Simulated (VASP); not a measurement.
Set up this calculation in VASP 6.6.1, as the native input.

```yaml
Task: single point
Functional: LDA
Potentials_or_basis: VASP PAW LDA potentials, release 64 (Ge_d)
Cutoff: 520 eV
k_mesh: 9 × 9 × 9
Occupations: gaussian, width 0.15 eV
Spin: no spin polarisation
Dipole_correction: no
Further_INCAR_settings: ALGO = Fast; EDIFF = 1e-06; NBANDS = 66
```

The structure of Ge lies in POSCAR:

```
Ge
1.0
    4.6361000000      2.6766535830      2.1684000000
   -4.6361000000      2.6766535830      2.1684000000
    0.0000000000     -5.3533071660      2.1684000000
Ge
8
Direct
    0.7160372198      0.7160372198      0.7160372198
    0.2839627802      0.2839627802      0.2839627802
    0.0289443365      0.7253625346      0.5322921793
    0.5322921793      0.0289443365      0.7253625346
    0.7253625346      0.5322921793      0.0289443365
    0.9710556635      0.2746374654      0.4677078207
    0.4677078207      0.9710556635      0.2746374654
    0.2746374654      0.4677078207      0.9710556635
```

These files were run (other wordings do the same):

INCAR

```
SYSTEM = Ge
PREC = Accurate
ENCUT = 520
EDIFF = 1E-6
ISMEAR = 0
SIGMA = 0.15
LREAL = .False.
LASPH = .True.
NELM = 60
ALGO = Fast
ISIF = 2
LWAVE = .False.
LCHARG = .False.
NBANDS = 66
```

KPOINTS

```
regular mesh
0
Gamma
  9 9 9
  0 0 0
```

Potentials or basis: VASP PAW LDA potentials, release 64 (Ge_d).

Launch:

```bash
$ cat potpaw_LDA.64/Ge_d/POTCAR > POTCAR
$ mpirun -np 1 vasp_std > vasp.out
```

It gave:

| Item | Value |
| --- | --- |
| Pressure | 2.0 GPa |
| Largest force | 1.058 eV/Å |
| Band gap on the k mesh | zero (bands 56 and 57 overlap by 1.01 eV) |

Caveat: forces of over 1 eV/Å act on the atoms, so gaps and moduli don't describe the material at rest.

Run time: 62 min on 1 thread of Oxide Virtual Turin-like Processor, on a shared host, peak memory 0.82 GiB.
